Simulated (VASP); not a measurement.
Here is a VASP 6.6.1 calculation.

The input POSCAR:

```
HfO2
1.0
    5.2465054140      0.0000000000      0.0000000000
    0.0000000000      5.0303679133      0.0000000000
    0.0000000000      0.0000000000      5.0592999164
Hf O
4 8
Direct
    0.0325089217      0.2670180870      0.2410877183
    0.4674910783      0.2670180870      0.7410877183
    0.5325089217      0.7329819130      0.2410877183
    0.9674910783      0.7329819130      0.7410877183
    0.3670345754      0.0700138337      0.3807677172
    0.1329654246      0.0700138337      0.8807677172
    0.7321739055      0.4610930297      0.4911445644
    0.7678260945      0.4610930297      0.9911445644
    0.2678260945      0.5389069703      0.9911445644
    0.2321739055      0.5389069703      0.4911445644
    0.8670345754      0.9299861663      0.3807677172
    0.6329654246      0.9299861663      0.8807677172
```

Contents of INCAR.step1:

```
SYSTEM = HfO2
PREC = Accurate
ENCUT = 520
ISMEAR = 0
SIGMA = 0.01
LREAL = .FALSE.
LASPH = .TRUE.
NELM = 100
NBANDS = 56
GGA = PE
ALGO = Normal
EDIFF = 1E-4
LWAVE = .TRUE.
LCHARG = .FALSE.
```

INCAR.step2

```
SYSTEM = HfO2
PREC = Accurate
ENCUT = 520
EDIFF = 1E-6
ISMEAR = 0
SIGMA = 0.01
LREAL = .FALSE.
LASPH = .TRUE.
NELM = 100
ALGO = Normal
ISIF = 2
LWAVE = .FALSE.
LCHARG = .TRUE.
METAGGA = R2SCAN
LMIXTAU = .TRUE.
LELF = .TRUE.
LVHAR = .TRUE.
NBANDS = 56
ISTART = 1
```

The input KPOINTS:

```
Automatic mesh
0
G
  6 6 6
  0 0 0
```

Potentials or basis: VASP PAW PBE potentials, release 64 (Hf_pv, O).

The run is started by

```sh
$ cat potpaw_PBE.64/Hf_pv/POTCAR potpaw_PBE.64/O/POTCAR > POTCAR
$ cp INCAR.step1 INCAR
$ mpirun -np 1 vasp_std > vasp.out
$ cp INCAR.step2 INCAR
$ mpirun -np 1 vasp_std > vasp.out
```

(1) Estimate the band gap on the k mesh.

(2) What does it give for the pressure?

(3) Estimate the largest force.

## Answers

(1) 4.91 eV (least direct gap 5.14 eV).

(2) -3.5 GPa.

(3) 0.066 eV/Å.

Caveat: the cell stands under tension; the PAW data sets were made with another functional, which shifts forces and pressure a little; spin-orbit coupling is left out, which moves the levels of the heavy elements.
